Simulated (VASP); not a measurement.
Si2Mo: single point with PBEsol

Crystal: Si2Mo.

```
Si Mo
1.0
    -1.59504    1.59504    3.91069
     1.59504   -1.59504    3.91069
     1.59504    1.59504   -3.91069
Si Mo
2 1
Direct
  0.44589 0.22423 0.00000
  0.77577 0.55411 0.00000
  0.00000 0.00000 0.00000
```

This cell differs from its parent crystal: all Si atoms moved -0.500 Å, as atom 1 along Cartesian [1 -1 0].

* Program: VASP 6.6.1
* Task: single point
* Functional: PBEsol
* Potentials or basis: VASP PAW PBE potentials, release 64 (Si, Mo_sv)
* Cutoff: 520 eV
* k mesh: 20 × 20 × 20
* Occupations: gaussian, width 0.15 eV
* Spin: no spin polarisation
* Dipole correction: no
* Further INCAR settings: ALGO = Normal; EDIFF = 1e-07; NBANDS = 18

* Pressure: 19.8 GPa
* Largest force: 8.169 eV/Å
* Band gap on the k mesh: zero (bands 11 and 12 overlap by 0.01 eV)

Forces in eV/Å, atoms in the order of the input:
```
Si   2.888 -2.888 -1.964
Si   2.888 -2.888  1.964
Mo  -5.776  5.776  0.000
```

Stress tensor (GPa, compression positive):
```
 19.92 -21.78   0.00
-21.78  19.92   0.00
  0.00   0.00  19.58
```

Levels at points of the mesh, in eV from the Fermi level:
| k point | band 8 | band 9 | band 10 | band 11 | band 12 | band 13 | band 14 | band 15 |
| --- | --- | --- | --- | --- | --- | --- | --- | --- |
| (0.00, 0.00, 0.00) | -3.66 | -2.41 | -2.23 | 0.01 | 1.55 | 2.33 | 3.90 | 4.79 |
| (0.50, 0.00, 0.00) | -4.31 | -2.82 | -1.92 | -0.94 | 2.31 | 3.31 | 3.82 | 4.16 |
| (0.50, 0.50, 0.00) | -5.40 | -4.34 | -3.50 | -1.14 | 2.21 | 2.31 | 3.36 | 3.41 |
| (0.00, 0.00, 0.50) | -4.98 | -4.55 | -3.08 | -0.78 | 2.12 | 2.28 | 3.04 | 4.52 |
| (0.50, 0.50, 0.50) | -2.72 | -1.54 | -0.34 | -0.31 | 0.53 | 1.23 | 4.54 | 5.12 |

It took 36 min on 1 thread of Oxide Virtual Turin-like Processor (shared host), peak memory 0.81 GiB.

Caveat: the cell differs from its parent crystal (all Si atoms moved -0.500 Å, as atom 1 along Cartesian [1 -1 0]); the cell stands under pressure; the PAW data sets were made with another functional, which shifts forces and pressure a little.
